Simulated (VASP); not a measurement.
# Ta (C2/m) in VASP: notebook, part 2 of 2

VASP 6.6.1.

### 3 Electric field gradients, LDA (shortest bond scaled by 0.82)

INCAR reads:

```
  PREC = Accurate
  ENCUT = 520
  EDIFF = 1E-8
  ISMEAR = -1
  SIGMA = 0.05
  LREAL = False
  LASPH = True
  NELM = 60
  ALGO = Normal
  ISIF = 2
  LWAVE = False
  LCHARG = False
  GGA = CA
  LEFG = True
  NBANDS = 18
```

KPOINTS reads:

```
Automatic mesh
0
Gamma
  12 12 6
```

POSCAR reads:

```
Ta
1.0
    2.9669564710      0.0000000000      0.0000000000
   -1.4834782355      2.5694596758      0.0000000000
    0.0000000000      0.0000000000      4.8064694830
Ta
2
Direct
    0.2733333333      0.6366666667      0.2050000000
    0.7266666667      0.3633333333      0.7950000000
```

Potentials or basis: VASP PAW LDA potentials, release 64 (Ta_pv).

Started as:

```bash
cat potpaw_LDA.64/Ta_pv/POTCAR > POTCAR
mpirun -np 1 vasp_std > vasp.out
```

OUTCAR:

```text
PREC = Accurate
   ENCUT = 520
   EDIFF = 1E-8
   ISMEAR = -1
   LREAL = False
   LASPH = True
   NELM = 60
   ISIF = 2
   GGA = CA

 ion  position               nearest neighbor table
   1  0.273  0.637  0.205-   2 2.42   2 2.73   2 2.73   2 3.16   2 3.41   2 3.41
   2  0.727  0.363  0.795-   1 2.42   1 2.73   1 2.73   1 3.16   1 3.41   1 3.41

  LATTYP: Found a hexagonal cell.
 ALAT       =     2.9669564710
 C/A-ratio  =     1.6200000000

  Lattice vectors:

 A1 = (   2.9669564710,   0.0000000000,   0.0000000000)
 A2 = (  -1.4834782355,   2.5694596758,   0.0000000000)
 A3 = (   0.0000000000,   0.0000000000,   4.8064694830)

Analysis of symmetry for initial positions (statically):
=====================================================================
 Subroutine PRICEL returns:
 Original cell was already a primitive cell.

 Routine SETGRP: Setting up the symmetry group for a
[... 693 lines left out ...]
  energy-cutoff  :      520.00
  volume of cell :       36.64
      direct lattice vectors                 reciprocal lattice vectors
     2.966956471  0.000000000  0.000000000     0.337045727  0.194593441  0.000000000
    -1.483478236  2.569459676  0.000000000     0.000000000  0.389186882  0.000000000
     0.000000000  0.000000000  4.806469483     0.000000000  0.000000000  0.208052918

 POSITION                                       TOTAL-FORCE (eV/Angst)
 -----------------------------------------------------------------------------------
     -0.13351      1.63589      0.98533         0.329396      0.190177      4.191148
      1.61699      0.93357      3.82114        -0.329396     -0.190177     -4.191148
 -----------------------------------------------------------------------------------
    total drift:                               -0.000000      0.000000      0.000000

  FREE ENERGIE OF THE ION-ELECTRON SYSTEM (eV)
  ---------------------------------------------------
  free  energy   TOTEN  =       -23.9716567732 eV

  energy  without entropy=      -23.9476986108  energy(sigma->0) =      -23.95967769

 Electric field gradients (V/A^2)
---------------------------------------------------------------------
 ion       V_xx      V_yy      V_zz      V_xy      V_xz      V_yz
---------------------------------------------------------------------
   1     -98.440   -85.800   184.240   -10.948    73.511    42.442
   2     -98.440   -85.800   184.240   -10.948    73.511    42.442
---------------------------------------------------------------------

 Electric field gradients after diagonalization (V/A^2)
 (convention: |V_zz| > |V_xx| > |V_yy|)
----------------------------------------------------------------------
 ion       V_xx      V_yy      V_zz     asymmetry (V_yy - V_xx)/ V_zz
----------------------------------------------------------------------
   1    -127.849   -79.478   207.327       0.233
   2    -127.849   -79.478   207.327       0.233
----------------------------------------------------------------------

           NMR quadrupolar parameters

 Cq : quadrupolar parameter    Cq=e*Q*V_zz/h
 eta: asymmetry parameters     (V_yy - V_xx)/ V_zz
 Q  : nuclear electric quadrupole moment in mb (millibarn)
----------------------------------------------------------------------
 ion       Cq(MHz)       eta       Q (mb)
----------------------------------------------------------------------
   1       0.501       0.233       1.000
   2       0.501       0.233       1.000
----------------------------------------------------------------------
```

stdout:

```text
POSCAR found type information on POSCAR Ta
 POSCAR found :  1 types and       2 ions
 scaLAPACK will be used
 LDA part: xc-table for (Slater(with rela. corr.)+CA(PZ))
 , standard interpolation
 POSCAR, INCAR and KPOINTS ok, starting setup
 FFT: planning ... GRIDC
 FFT: planning ... GRID_SOFT
 FFT: planning ... GRID
 WAVECAR not read
 entering main loop
ion   1
     0.0000657     1.1118511     0.4424779     0.1448381     0.7663942     0.6419275
     0.0000905     1.1118511     0.4424779     0.1448381     0.7663942     0.6419275
     0.0001247     1.1118511     0.4424779     0.1448381     0.7663942     0.6419276
     0.0001717     1.1118511     0.4424779     0.1448382     0.7663942     0.6419276

     0.0000657    10.8153256   -38.4005822  -145.3238881   -66.5117595     6.2442312
     0.0000905    10.8231311   -38.3745180  -145.2407196   -66.4666149     6.2487377
     0.0001247    10.8354608   -38.3343164  -145.1125774   -66.3969836     6.2558563
     0.0001717    10.8548486   -38.2725658  -144.9159606   -66.2900285     6.2670499

ion   2
     0.0000657     1.1118511     0.4424779     0.1448381     0.7663942     0.6419275
     0.0000905     1.1118511     0.4424779     0.1448381     0.7663942     0.6419275
     0.0001247     1.1118511     0.4424779     0.1448381     0.7663942     0.6419276
     0.0001717     1.1118511     0.4424779     0.1448382     0.7663942     0.6419276

     0.0000657    10.8153256   -38.4005822  -145.3238881   -66.5117595     6.2442312
     0.0000905    10.8231311   -38.3745180  -145.2407196   -66.4666149     6.2487377
     0.0001247    10.8354608   -38.3343164  -145.1125774   -66.3969836     6.2558563
     0.0001717    10.8548486   -38.2725658  -144.9159606   -66.2900285     6.2670499
```

Wall time 78 s (1 thread of Intel Xeon 6975P-C, shared host); peak memory 0.24 GiB.

Results:

```
Free energy            : -23.9717 eV
Pressure               : 9.1 GPa
Largest force          : 4.208 eV/Å
Band gap on the k mesh : zero (band 11 reaches 6.48 eV, above the bottom of band 12 at 5.28 eV)
```

Forces in eV/Å, atoms in the order of the input:
```
Ta   0.329  0.190  4.191
Ta  -0.329 -0.190 -4.191
```

Electric field gradients, principal values (V/Å²):
```
atom    least    middle  greatest (by size)
1 Ta  -79.478  -127.849             207.327
2 Ta  -79.478  -127.849             207.327
```

Caveat: the cell differs from its parent crystal (shortest bond scaled by 0.82); without QUAD_EFG the Cq values of the log hold for a quadrupole moment of 1 mb, not for the nuclei; spin-orbit coupling is left out, which moves the levels of the heavy elements; forces of over 1 eV/Å act on the atoms, so gaps and moduli don't describe the material at rest.

### 4 Electric field gradients, LDA (shortest bond scaled by 0.76)

INCAR reads:

```
SYSTEM = Ta
ALGO     = Normal         ! electronic algorithm
EDIFF    = 1E-8           ! SCF threshold, eV
ENCUT    = 520            ! plane-wave cutoff, eV
GGA      = CA             ! functional
ISIF     = 2              ! what is computed and relaxed
ISMEAR   = -1             ! smearing method
LASPH    = .True.         ! aspherical terms in the spheres
LCHARG   = .False.        ! write CHGCAR
LEFG     = .True.       
LREAL    = .False.        ! projectors in reciprocal space
LWAVE    = .False.        ! write WAVECAR
NBANDS   = 18             ! bands
NELM     = 100            ! most SCF steps
PREC     = Accurate       ! precision mode
SIGMA    = 0.05           ! smearing width, eV
```

KPOINTS reads:

```
k-points
0
Gamma
  12 12 6
  0 0 0
```

POSCAR reads:

```
Ta
1.0
    2.9669564710      0.0000000000      0.0000000000
   -1.4834782355      2.5694596758      0.0000000000
    0.0000000000      0.0000000000      4.8064694830
Ta
2
Direct
    0.2533333333      0.6266666667      0.1900000000
    0.7466666667      0.3733333333      0.8100000000
```

Potentials or basis: VASP PAW LDA potentials, release 64 (Ta_pv).

Started as:

```bash
cat potpaw_LDA.64/Ta_pv/POTCAR > POTCAR
mpirun -np 1 vasp_std > vasp.out
```

OUTCAR:

```text
SYSTEM = Ta
   EDIFF = 1E-8
   ENCUT = 520
   GGA = CA
   ISIF = 2
   ISMEAR = -1
   LASPH = .True.
   LREAL = .False.
   NELM = 100
   PREC = Accurate

 ion  position               nearest neighbor table
   1  0.253  0.627  0.190-   2 2.24   2 2.67   2 2.67   2 3.25   2 3.56   2 3.56
   2  0.747  0.373  0.810-   1 2.24   1 2.67   1 2.67   1 3.25   1 3.56   1 3.56

  LATTYP: Found a hexagonal cell.
 ALAT       =     2.9669564710
 C/A-ratio  =     1.6200000000

  Lattice vectors:

 A1 = (   2.9669564710,   0.0000000000,   0.0000000000)
 A2 = (  -1.4834782355,   2.5694596758,   0.0000000000)
 A3 = (   0.0000000000,   0.0000000000,   4.8064694830)

Analysis of symmetry for initial positions (statically):
=====================================================================
 Subroutine PRICEL returns:
 Original cell was already a primitive cell.

 Routine SETGRP: Setting up the symmetry group for a
 hexagonal supercell.
[... 693 lines left out ...]
  volume of cell :       36.64
      direct lattice vectors                 reciprocal lattice vectors
     2.966956471  0.000000000  0.000000000     0.337045727  0.194593441  0.000000000
    -1.483478236  2.569459676  0.000000000     0.000000000  0.389186882  0.000000000
     0.000000000  0.000000000  4.806469483     0.000000000  0.000000000  0.208052918

 POSITION                                       TOTAL-FORCE (eV/Angst)
 -----------------------------------------------------------------------------------
     -0.17802      1.61019      0.91323         1.527912      0.882141      6.178703
      1.66150      0.95926      3.89324        -1.527912     -0.882141     -6.178703
 -----------------------------------------------------------------------------------
    total drift:                                0.000000     -0.000000      0.000000

  FREE ENERGIE OF THE ION-ELECTRON SYSTEM (eV)
  ---------------------------------------------------
  free  energy   TOTEN  =       -23.1376410122 eV

  energy  without entropy=      -23.1183851159  energy(sigma->0) =      -23.12801306

 Electric field gradients (V/A^2)
---------------------------------------------------------------------
 ion       V_xx      V_yy      V_zz      V_xy      V_xz      V_yz
---------------------------------------------------------------------
   1    -128.874  -152.996   281.871    20.891   145.085    83.765
   2    -128.874  -152.996   281.871    20.891   145.085    83.765
---------------------------------------------------------------------

 Electric field gradients after diagonalization (V/A^2)
 (convention: |V_zz| > |V_xx| > |V_yy|)
----------------------------------------------------------------------
 ion       V_xx      V_yy      V_zz     asymmetry (V_yy - V_xx)/ V_zz
----------------------------------------------------------------------
   1    -177.862  -165.058   342.919       0.037
   2    -177.862  -165.058   342.919       0.037
----------------------------------------------------------------------

           NMR quadrupolar parameters

 Cq : quadrupolar parameter    Cq=e*Q*V_zz/h
 eta: asymmetry parameters     (V_yy - V_xx)/ V_zz
 Q  : nuclear electric quadrupole moment in mb (millibarn)
----------------------------------------------------------------------
 ion       Cq(MHz)       eta       Q (mb)
----------------------------------------------------------------------
   1       0.829       0.037       1.000
   2       0.829       0.037       1.000
----------------------------------------------------------------------
```

Run time: 80 s. Hardware: 1 thread of Intel Xeon 6975P-C, shared host; peak memory 0.24 GiB.

Results:

| Item | Value |
| --- | --- |
| Free energy | -23.1376 eV |
| Pressure | 21.6 GPa |
| Largest force | 6.426 eV/Å |
| Band gap on the k mesh | zero (band 11 reaches 6.49 eV, above the bottom of band 12 at 5.15 eV) |

Forces in eV/Å, atoms in the order of the input:
```
Ta   1.528  0.882  6.179
Ta  -1.528 -0.882 -6.179
```

Levels at points of the mesh, in eV from the Fermi level:
```csv
k point,band 9,band 10,band 11,band 12,band 13,band 14
"(0.00, 0.00, 0.00)",-1.62,-0.50,-0.36,-0.35,1.20,2.18
"(0.50, 0.00, 0.00)",-1.73,-0.66,-0.49,-0.22,1.29,4.78
"(0.00, 0.50, 0.00)",-3.17,-0.57,-0.18,0.73,2.98,5.05
"(0.00, 0.00, 0.50)",-2.88,-0.77,-0.64,-0.17,-0.06,2.43
"(0.50, 0.00, 0.50)",-2.78,-0.58,0.47,2.09,2.15,4.15
"(0.00, 0.50, 0.50)",-3.06,-1.72,0.88,1.49,3.41,3.51
```

Electric field gradients, principal values (V/Å²):
```
atom     least    middle  greatest (by size)
1 Ta  -165.058  -177.862             342.919
2 Ta  -165.058  -177.862             342.919
```

Caveat: the cell differs from its parent crystal (shortest bond scaled by 0.76); without QUAD_EFG the Cq values of the log hold for a quadrupole moment of 1 mb, not for the nuclei; spin-orbit coupling is left out, which moves the levels of the heavy elements; forces of over 1 eV/Å act on the atoms, so gaps and moduli don't describe the material at rest.

### 5 Electric field gradients, LDA (shortest bond scaled by 0.7)

INCAR reads:

```
  ALGO = Normal
  EDIFF = 1E-8
  ENCUT = 520
  GGA = CA
  ISIF = 2
  ISMEAR = -1
  LASPH = True
  LCHARG = False
  LEFG = True
  LREAL = False
  LWAVE = False
  NBANDS = 18
  NELM = 60
  PREC = Accurate
  SIGMA = 0.05
```

KPOINTS reads:

```
k-points
0
Gamma
  12 12 6
```

POSCAR reads:

```
Ta
1.0
    2.9669564710      0.0000000000      0.0000000000
   -1.4834782355      2.5694596758      0.0000000000
    0.0000000000      0.0000000000      4.8064694830
Ta
2
Direct
    0.2333333333      0.6166666667      0.1750000000
    0.7666666667      0.3833333333      0.8250000000
```

Potentials or basis: VASP PAW LDA potentials, release 64 (Ta_pv).

Started as:

```bash
cat potpaw_LDA.64/Ta_pv/POTCAR > POTCAR
mpirun -np 1 vasp_std > vasp.out
```

OUTCAR:

```text
EDIFF = 1E-8
   ENCUT = 520
   GGA = CA
   ISIF = 2
   ISMEAR = -1
   LASPH = True
   LREAL = False
   NELM = 60
   PREC = Accurate

 ion  position               nearest neighbor table
   1  0.233  0.617  0.175-   2 2.07   2 2.63   2 2.63   2 3.35
   2  0.767  0.383  0.825-   1 2.07   1 2.63   1 2.63   1 3.35

  LATTYP: Found a hexagonal cell.
 ALAT       =     2.9669564710
 C/A-ratio  =     1.6200000000

  Lattice vectors:

 A1 = (   2.9669564710,   0.0000000000,   0.0000000000)
 A2 = (  -1.4834782355,   2.5694596758,   0.0000000000)
 A3 = (   0.0000000000,   0.0000000000,   4.8064694830)

Analysis of symmetry for initial positions (statically):
=====================================================================
 Subroutine PRICEL returns:
 Original cell was already a primitive cell.

 Routine SETGRP: Setting up the symmetry group for a
 hexagonal supercell.

 Subroutine GETGRP returns: Found  4 space group operations
[... 692 lines left out ...]
      direct lattice vectors                 reciprocal lattice vectors
     2.966956471  0.000000000  0.000000000     0.337045727  0.194593441  0.000000000
    -1.483478236  2.569459676  0.000000000     0.000000000  0.389186882  0.000000000
     0.000000000  0.000000000  4.806469483     0.000000000  0.000000000  0.208052918

 POSITION                                       TOTAL-FORCE (eV/Angst)
 -----------------------------------------------------------------------------------
     -0.22252      1.58450      0.84113         3.345378      1.931455     10.195736
      1.70600      0.98496      3.96534        -3.345378     -1.931455    -10.195736
 -----------------------------------------------------------------------------------
    total drift:                               -0.000000      0.000000     -0.000000

  FREE ENERGIE OF THE ION-ELECTRON SYSTEM (eV)
  ---------------------------------------------------
  free  energy   TOTEN  =       -21.7003511038 eV

  energy  without entropy=      -21.6833539367  energy(sigma->0) =      -21.69185252

 Electric field gradients (V/A^2)
---------------------------------------------------------------------
 ion       V_xx      V_yy      V_zz      V_xy      V_xz      V_yz
---------------------------------------------------------------------
   1    -132.183  -209.212   341.395    66.707   231.154   133.457
   2    -132.183  -209.212   341.395    66.707   231.154   133.457
---------------------------------------------------------------------

 Electric field gradients after diagonalization (V/A^2)
 (convention: |V_zz| > |V_xx| > |V_yy|)
----------------------------------------------------------------------
 ion       V_xx      V_yy      V_zz     asymmetry (V_yy - V_xx)/ V_zz
----------------------------------------------------------------------
   1    -247.725  -220.468   468.192       0.058
   2    -247.725  -220.468   468.192       0.058
----------------------------------------------------------------------

           NMR quadrupolar parameters

 Cq : quadrupolar parameter    Cq=e*Q*V_zz/h
 eta: asymmetry parameters     (V_yy - V_xx)/ V_zz
 Q  : nuclear electric quadrupole moment in mb (millibarn)
----------------------------------------------------------------------
 ion       Cq(MHz)       eta       Q (mb)
----------------------------------------------------------------------
   1       1.132       0.058       1.000
   2       1.132       0.058       1.000
----------------------------------------------------------------------
```

stdout:

```text
POSCAR found type information on POSCAR Ta
 POSCAR found :  1 types and       2 ions
 scaLAPACK will be used
 LDA part: xc-table for (Slater(with rela. corr.)+CA(PZ))
 , standard interpolation
 POSCAR, INCAR and KPOINTS ok, starting setup
 FFT: planning ... GRIDC
 FFT: planning ... GRID_SOFT
 FFT: planning ... GRID
 WAVECAR not read
 entering main loop
ion   1
     0.0000657     1.3149542     2.4932377     1.4076848     4.3184144     0.7591892
     0.0000905     1.3149543     2.4932377     1.4076848     4.3184144     0.7591892
     0.0001247     1.3149543     2.4932377     1.4076849     4.3184144     0.7591892
     0.0001717     1.3149543     2.4932377     1.4076849     4.3184144     0.7591892

     0.0000657   -59.4264816  -120.1682140  -268.3042853  -208.1374521   -34.3098951
     0.0000905   -59.3845149  -120.0878145  -268.1484912  -207.9981961   -34.2856655
     0.0001247   -59.3197256  -119.9642053  -267.9087025  -207.7840986   -34.2482594
     0.0001717   -59.2201160  -119.7749565  -267.5411694  -207.4563101   -34.1907498

ion   2
     0.0000657     1.3149542     2.4932377     1.4076848     4.3184144     0.7591892
     0.0000905     1.3149543     2.4932377     1.4076848     4.3184144     0.7591892
     0.0001247     1.3149543     2.4932377     1.4076849     4.3184144     0.7591892
     0.0001717     1.3149543     2.4932377     1.4076849     4.3184144     0.7591892

     0.0000657   -59.4264816  -120.1682140  -268.3042853  -208.1374521   -34.3098951
     0.0000905   -59.3845149  -120.0878145  -268.1484912  -207.9981961   -34.2856655
     0.0001247   -59.3197256  -119.9642053  -267.9087025  -207.7840986   -34.2482594
     0.0001717   -59.2201160  -119.7749565  -267.5411694  -207.4563101   -34.1907498
```

It took 78 s on 1 thread of Intel Xeon 6975P-C, shared host; peak memory 0.25 GiB.

What came out:

| Property | Result |
| --- | --- |
| Free energy | -21.7004 eV |
| Pressure | 39.0 GPa |
| Largest force | 10.903 eV/Å |
| Band gap on the k mesh | zero (band 11 reaches 6.70 eV, above the bottom of band 12 at 4.65 eV) |

Forces on the atoms (eV/Å):
```
Ta    3.345   1.931  10.196
Ta   -3.345  -1.931 -10.196
```

Electric field gradients, principal values (V/Å²):
| atom | least | middle | greatest (by size) |
| --- | --- | --- | --- |
| 1 Ta | -220.468 | -247.725 | 468.192 |
| 2 Ta | -220.468 | -247.725 | 468.192 |

Caveat: the cell differs from its parent crystal (shortest bond scaled by 0.7); without QUAD_EFG the Cq values of the log hold for a quadrupole moment of 1 mb, not for the nuclei; spin-orbit coupling is left out, which moves the levels of the heavy elements; forces of over 1 eV/Å act on the atoms, so gaps and moduli don't describe the material at rest.
